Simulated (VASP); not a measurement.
## CsBa3: single point with PBE

The system is CsBa3.

```
Ba Cs
1.0
     0.00000    5.22128    5.22128
     5.22128    0.00000    5.22128
     5.22128    5.22128    0.00000
Ba Cs
3 1
Cartesian
  5.1896 5.2108 5.2129
  7.8441 7.9121 7.8585
  2.5938 2.5988 2.6260
  -0.0363 0.0061 0.0461
```

```json
{"Program": "VASP 6.6.1", "Task": "single point", "Functional": "PBE", "Potentials or basis": "VASP PAW PBE potentials, release 64 (Ba_sv, Cs_sv)", "Cutoff": "520 eV", "k mesh": "3 × 3 × 3", "Occupations": "methfessel-paxton, width 0.005 eV", "Spin": "no spin polarisation"}
```

| Property | Result |
| --- | --- |
| Pressure | 0.3 GPa |
| Largest force | 0.087 eV/Å |

Forces in eV/Å, atoms in the order of the input:
```
Ba   0.030  0.051  0.032
Ba  -0.037 -0.078 -0.004
Ba  -0.025  0.000 -0.003
Cs   0.033  0.027 -0.025
```

Levels at points of the mesh, in eV from the Fermi level:
```
           k point  band 18  band 19  band 20  band 21  band 22  band 23
(0.00, 0.00, 0.00)    -0.36    -0.35     0.49     0.49     0.50     0.51
```

Run time: 62 s on 1 thread of Intel(R) Xeon(R) 6975P-C (Granite Rapids) (shared host), peak memory 0.46 GiB.

Caveat: spin-orbit coupling is left out, which moves the levels of the heavy elements.
